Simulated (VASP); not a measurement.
# Ag (P6_3/mmc) in VASP: notebook

Runs on Ag. Level: PBEsol. Tasks: single point.

Everything below comes from runs of VASP 6.6.1. Logs are shortened: lines on timing, memory, paths and dates and some standing lists are left out, and cuts for length are marked.

## (1) The cell of the first run

It takes space group P6_3/mmc (No. 194, hexagonal). Conventional cell: a = 2.970 Å, b = 2.970 Å, c = 4.661 Å, α = 90.00°, β = 90.00°, γ = 120.00°. Within 3.8 Å of Ag (site symmetry -6m2) lie 12 Ag at 2.89 to 2.97 Å.

This isn't the form of Ag at room conditions, which is fcc.

## (2) Single point, PBEsol

INCAR

```
SYSTEM = Ag
PREC = Accurate
ENCUT = 520
EDIFF = 1E-6
ISMEAR = 0
SIGMA = 0.15
LREAL = .False.
LASPH = .True.
NELM = 80
ALGO = Fast
ISIF = 2
LWAVE = .False.
LCHARG = .False.
GGA = PS
NBANDS = 18
```

KPOINTS

```
Automatic mesh
0
Gamma
  24 24 12
  0 0 0
```

POSCAR

```
Ag
1.0
    2.9701400286      0.0000000000      0.0000000000
   -1.4850700143      2.5722167176      0.0000000000
    0.0000000000      0.0000000000      4.6613996094
Ag
2
Direct
    0.3333333333      0.6666666667      0.2500000000
    0.6666666667      0.3333333333      0.7500000000
```

Potentials or basis: VASP PAW PBE potentials, release 64 (Ag).

The run is started by

```
> cat potpaw_PBE.64/Ag/POTCAR > POTCAR
> mpirun -np 1 vasp_std > vasp.out
```

OUTCAR:

```text
SYSTEM = Ag
   PREC = Accurate
   ENCUT = 520
   EDIFF = 1E-6
   ISMEAR = 0
   LREAL = .False.
   LASPH = .True.
   NELM = 80
   ISIF = 2
   GGA = PS

 ion  position               nearest neighbor table
   1  0.333  0.667  0.250-   2 2.89   2 2.89   2 2.89   2 2.89   2 2.89   2 2.89
   2  0.667  0.333  0.750-   1 2.89   1 2.89   1 2.89   1 2.89   1 2.89   1 2.89

  LATTYP: Found a hexagonal cell.
 ALAT       =     2.9701400286
 C/A-ratio  =     1.5694208234

  Lattice vectors:

 A1 = (   2.9701400286,   0.0000000000,   0.0000000000)
 A2 = (  -1.4850700143,   2.5722167176,   0.0000000000)
 A3 = (   0.0000000000,   0.0000000000,   4.6613996094)

Analysis of symmetry for initial positions (statically):
=====================================================================
 Subroutine PRICEL returns:
 Original cell was already a primitive cell.

 Routine SETGRP: Setting up the symmetry group for a
 hexagonal supercell.

 Subroutine GETGRP returns: Found 24 space group operations
 (whereof 12 operations were pure point group operations)
 out of a pool of 24 trial point group operations.

The static configuration has the point symmetry D_3d.
 The point group associated with its full space group is D_6h.

Analysis of symmetry for dynamics (positions and initial velocities):
=====================================================================
 Subroutine PRICEL returns:
 Original cell was already a primitive cell.

 Routine SETGRP: Setting up the symmetry group for a
 hexagonal supercell.

 Subroutine GETGRP returns: Found 24 space group operations
 (whereof 12 operations were pure point group operations)
 out of a pool of 24 trial point group operations.

The dynamic configuration has the point symmetry D_3d.
 The point group associated with its full space group is D_6h.

 Subroutine INISYM returns: Found 24 space group operations
 (whereof 12 operations are pure point group operations),
 and found     1 'primitive' translations

----------------------------------------------------------------------------------------

                                     Primitive cell

  volume of cell :      35.6124

  direct lattice vectors                    reciprocal lattice vectors
     2.970140029  0.000000000  0.000000000     0.336684463  0.194384865  0.000000000
    -1.485070014  2.572216718  0.000000000     0.000000000  0.388769730  0.000000000
     0.000000000  0.000000000  4.661399609     0.000000000  0.000000000  0.214527842

  length of vectors
     2.970140029  2.970140029  4.661399609     0.388769730  0.388769730  0.214527842

  position of ions in fractional coordinates (direct lattice)
     0.333333333  0.666666667  0.250000000
     0.666666667  0.333333333  0.750000000

  ion indices of the primitive-cell ions
   primitive index   ion index
                 1           1
                 2           2

----------------------------------------------------------------------------------------

 KPOINTS: Automatic mesh

Automatic generation of k-mesh.
 Grid dimensions read from file:
 generate k-points for:   24   24   12

 Generating k-lattice:

  Cartesian coordinates                     Fractional coordinates (reciprocal lattice)
     0.014028519  0.008099369  0.000000000     0.041666667  0.000000000  0.000000000
     0.000000000  0.016198739  0.000000000     0.000000000  0.041666667  0.000000000
     0.000000000  0.000000000  0.017877320     0.000000000  0.000000000  0.083333333

  Length of vectors
     0.016198739  0.016198739  0.017877320

  Shift w.r.t. Gamma in fractional coordinates (k-lattice)
     0.000000000  0.000000000  0.000000000

 Subroutine IBZKPT returns following result:
 ===========================================

 Found    427 irreducible k-points:

 Following reciprocal coordinates:
            Coordinates               Weight
  0.000000  0.000000  0.000000      1.000000
  0.041667  0.000000  0.000000      6.000000
  0.083333  0.000000  0.000000      6.000000
  0.125000 -0.000000  0.000000      6.000000
  0.166667  0.000000  0.000000      6.000000
  0.208333  0.000000  0.000000      6.000000
[... 16 lines left out ...]
  0.416667  0.041667  0.000000     12.000000
  0.458333  0.041667  0.000000     12.000000
 [... further k-points ...]
   k-points           NKPTS =    427   k-points in BZ     NKDIM =    427   number of bands    NBANDS=     18
   number of dos      NEDOS =    301   number of ions     NIONS =      2
   total plane-waves  NPLWV =  20736
   dimension x,y,z NGX =    24 NGY =   24 NGZ =   36
   dimension x,y,z NGXF=    48 NGYF=   48 NGZF=   72
   ions per type =               2
   NGX,Y,Z   is equivalent  to a cutoff of  13.43, 13.43, 12.84 a.u.
   NGXF,Y,Z  is equivalent  to a cutoff of  26.87, 26.87, 25.68 a.u.
 SYSTEM =  Ag
   PREC   = accura    normal or accurate (medium, high low for compatibility)
   ISTART =      0    job   : 0-new  1-cont  2-samecut
   ICHARG =      2    charge: 1-file 2-atom 10-const
   ISPIN  =      1    spin polarized calculation?
   LNONCOLLINEAR =      F non collinear calculations
   LSORBIT =      F    spin-orbit coupling
   LASPH  =      T    aspherical Exc in radial PAW
   ENCUT  =  520.0 eV  38.22 Ry    6.18 a.u.   5.52  5.52  8.67*2*pi/ulx,y,z
   NELM   =     80;   NELMIN=  2; NELMDL= -5     # of ELM steps
   EDIFF  = 0.1E-05   stopping-criterion for ELM
   LREAL  =      F    real-space projection
   EDIFFG = 0.1E-04   stopping-criterion for IOM
   NSW    =      0    number of steps for IOM
   IBRION =     -1    ionic relax: 0-MD 1-quasi-New 2-CG
   NFREE  =      0    steps in history (QN), initial steepest desc. (CG)
   ISIF   =      2    stress and relaxation
   ISYM   =      2    0-nonsym 1-usesym 2-fastsym
   POTIM  = 0.5000    time-step for ionic-motion
   TEBEG  =    0.0;   TEEND  =   0.0 temperature during run
   PSTRESS=    0.0 pullay stress
   NELECT =      22.0000    total number of electrons
   NUPDOWN=      -1.0000    fix difference up-down
   EMIN   =  10.00;   EMAX   =-10.00  energy-range for DOS
   EFERMI =   0.00;   METHOD = LEGACY
   ISMEAR =     0;   SIGMA  =   0.15  broadening in eV -4-tet -1-fermi 0-gaus
   EFERMI_NEDOS =   21; number of points for ismear=-14 and -15
   IALGO  =     68    algorithm
   IMIX   =      4    mixing-type and parameters
     AMIX     =   0.40;   BMIX     =  1.00
     AMIX_MAG =   1.60;   BMIX_MAG =  1.00
  volume/ion in A,a.u.               =      17.81       120.16
  Fermi-wavevector in a.u.,A,eV,Ry     =   1.394276  2.634800 26.449806  1.944006
  Thomas-Fermi vector in A             =   2.517841
   LORBIT       =      0    0 simple, 1 ext, 2 COOP (PROOUT), +10 PAW based schemes
   GGA     = PS    functional components
   LHFCALC =     F    Hartree Fock is set to
   AEXX    =    0.0000 exact exchange contribution
   IVDW    =     0    specifies the selected vdW correction
   LEPSILON=     F    determine dielectric tensor
   LRPA    =     F    only Hartree local field effects (RPA)
 non-spin polarized calculation
 RMM-DIIS sequential band-by-band and
 Gauss-broadening in eV      SIGMA  =   0.15
  energy-cutoff  :      520.00
  volume of cell :       35.61
 maximum number of plane-waves:       986
 NGX is ok and might be reduce to    24

 number of electron      22.0000008 magnetization

 Free energy of the ion-electron system (eV)
  ---------------------------------------------------
  ext. energy  EPLUGINS =         0.00000000
  ---------------------------------------------------
  free energy    TOTEN  =        -6.54887617 eV

  energy without entropy =       -6.54235030  energy(sigma->0) =       -6.54561323

 E-fermi :   7.6638     XC(G=0): -12.1528

 val. band max:        7.6593109640   @ k =   0.2083   0.0417   0.2500
 cond. band min:       7.6710720691   @ k =   0.2917   0.2500   0.0000
 fundamental gap:      0.0117611051
 Fermi energy:         7.6637505567

 k-point     1 :       0.0000    0.0000    0.0000
  band No.  band energies     occupation
      1       0.1279      2.00000
      2       1.5432      2.00000
      3       3.1155      2.00000
      4       3.1155      2.00000
      5       3.1833      2.00000
      6       3.3714      2.00000
[... 10 lines left out ...]
     17      25.1482      0.00000
     18      25.7052      0.00000

 k-point     2 :       0.0417    0.0000    0.0000
  band No.  band energies     occupation
      1       0.1731      2.00000
      2       1.5679      2.00000
      3       3.0520      2.00000
      4       3.1384      2.00000
      5       3.2445      2.00000
      6       3.3634      2.00000
[... 10 lines left out ...]
     17      25.4773      0.00000
     18      25.7311      0.00000

 k-point     3 :       0.0833    0.0000    0.0000
  band No.  band energies     occupation
      1       0.3068      2.00000
      2       1.6381      2.00000
      3       2.9595      2.00000
      4       3.2063      2.00000
      5       3.3182      2.00000
      6       3.3580      2.00000
[... 10 lines left out ...]
     17      25.7888      0.00000
     18      25.8072      0.00000

 k-point     4 :       0.1250   -0.0000    0.0000
  band No.  band energies     occupation
      1       0.5226      2.00000
      2       1.7417      2.00000
      3       2.8654      2.00000
      4       3.2984      2.00000
      5       3.3162      2.00000
      6       3.3376      2.00000
[... 375 lines left out ...]
      4       2.9397      2.00000
      5       3.4630      2.00000
      6       3.4987      2.00000
[... 10 lines left out ...]
     17      19.3746      0.00000
     18      23.3958      0.00000

 k-point    23 :       0.4167    0.0417    0.0000
  band No.  band energies     occupation
      1       1.6656      2.00000
      2       1.9509      2.00000
      3       1.9813      2.00000
      4       2.9071      2.00000
      5       3.4314      2.00000
      6       3.5645      2.00000
[... 10 lines left out ...]
     17      18.5729      0.00000
     18      23.1796      0.00000

 k-point    24 :       0.4583    0.0417    0.0000
  band No.  band energies     occupation
      1       1.6385      2.00000
      2       1.9355      2.00000
      3       1.9469      2.00000
      4       2.8905      2.00000
      5       3.4154      2.00000
      6       3.5950      2.00000
[... 10 lines left out ...]
     17      18.0428      0.00000
     18      23.0706      0.00000

 [... further k-points ...]

------------------------ aborting loop because EDIFF is reached ----------------------------------------

  FORCE on cell =-STRESS in cart. coord.  units (eV):
  Direction    XX          YY          ZZ          XY          YZ          ZX
  --------------------------------------------------------------------------------------
  -------------------------------------------------------------------------------------
  Total       -1.6884245     -1.6884245     -0.8589435      0.0000000      0.0000000      0.0000000
  in kB      -75.9611283    -75.9611283    -38.6433139      0.0000000      0.0000000      0.0000000
  external PRESSURE =     -63.5218569 kB  Pullay stress =       0.0000000 kB

 VOLUME and BASIS-vectors are now :
 -----------------------------------------------------------------------------
  energy-cutoff  :      520.00
  volume of cell :       35.61
      direct lattice vectors                 reciprocal lattice vectors
     2.970140029  0.000000000  0.000000000     0.336684463  0.194384865  0.000000000
    -1.485070014  2.572216718  0.000000000     0.000000000  0.388769730  0.000000000
     0.000000000  0.000000000  4.661399609     0.000000000  0.000000000  0.214527842

 POSITION                                       TOTAL-FORCE (eV/Angst)
 -----------------------------------------------------------------------------------
     -0.00000      1.71481      1.16535        -0.000000      0.000000      0.000000
      1.48507      0.85741      3.49605         0.000000     -0.000000      0.000000
 -----------------------------------------------------------------------------------
    total drift:                               -0.000000      0.000000     -0.000000

  FREE ENERGIE OF THE ION-ELECTRON SYSTEM (eV)
  ---------------------------------------------------
  free  energy   TOTEN  =        -6.5488761699 eV

  energy  without entropy=       -6.5423502975  energy(sigma->0) =       -6.54561323
```

It took 1.8 min on 1 thread of AMD EPYC 9R45 (Zen 5), shared host; peak memory 0.3 GiB.

What came out:

```
Free energy            : -6.5489 eV
Pressure               : -6.4 GPa
Band gap on the k mesh : zero (bands 11 and 12 overlap by 7.08 eV)
```

Levels at points of the mesh, in eV from the Fermi level:
```
           k point  band 8  band 9  band 10  band 11  band 12  band 13  band 14  band 15
(0.00, 0.00, 0.00)   -4.13   -4.13    -3.04    -3.04    -0.06     3.85    15.17    17.06
(0.50, 0.00, 0.00)   -3.03   -2.86    -2.81    -0.05     1.23     6.88     7.09     9.22
(0.00, 0.00, 0.50)   -4.32   -3.34    -3.34    -3.34    -3.34    11.62    11.62    15.52
(0.50, 0.00, 0.50)   -3.10   -2.92    -2.92     0.70     0.70     4.22     4.22    12.93
```

Caveat: the cell stands under tension; the PAW data sets were made with another functional, which shifts forces and pressure a little.

## (3) Single point, PBEsol

This run uses another cell than the first one, of the same volume but with other edges.

INCAR

```
SYSTEM = Ag
ALGO = Fast
EDIFF = 1E-6
ENCUT = 520
GGA = PS
ISIF = 2
ISMEAR = 0
LASPH = .True.
LCHARG = .False.
LREAL = .False.
LWAVE = .False.
NBANDS = 18
NELM = 60
PREC = Accurate
SIGMA = 0.15
```

KPOINTS

```
k-points
0
Gamma
  24 24 12
  0 0 0
```

POSCAR

```
Ag
1.0
    2.8827317815      0.0000000000      0.0000000000
   -1.4413658908      2.4965189551      0.0000000000
    0.0000000000      0.0000000000      4.9483648444
Ag
2
Direct
    0.3333333333      0.6666666667      0.2500000000
    0.6666666667      0.3333333333      0.7500000000
```

Potentials or basis: VASP PAW PBE potentials, release 64 (Ag).

The run is started by

```
> cat potpaw_PBE.64/Ag/POTCAR > POTCAR
> mpirun -np 1 vasp_std > vasp.out
```

It took 1.9 min on 1 thread of AMD EPYC 9R45 (Zen 5), shared host; peak memory 0.31 GiB.

The run converged. Its results:

| Quantity | Value |
| --- | --- |
| Free energy | -6.5505 eV |
| Pressure | -6.3 GPa |
| Band gap on the k mesh | zero (bands 11 and 12 overlap by 7.50 eV) |

Stress tensor (GPa, compression positive):
```
-5.05  0.00  0.00
 0.00 -5.05  0.00
 0.00  0.00 -8.77
```

Levels at points of the mesh, in eV from the Fermi level:
| k point | band 9 | band 10 | band 11 | band 12 | band 13 | band 14 |
| --- | --- | --- | --- | --- | --- | --- |
| (0.00, 0.00, 0.00) | -3.84 | -3.05 | -3.05 | -0.69 | 2.69 | 15.86 |
| (0.50, 0.00, 0.00) | -2.81 | -2.71 | 0.22 | 1.62 | 6.36 | 6.71 |
| (0.00, 0.00, 0.50) | -3.33 | -3.33 | -3.33 | -3.33 | 9.74 | 9.74 |
| (0.50, 0.00, 0.50) | -2.75 | -2.75 | 0.81 | 0.81 | 4.44 | 4.44 |

Caveat: the cell stands under tension; the PAW data sets were made with another functional, which shifts forces and pressure a little.
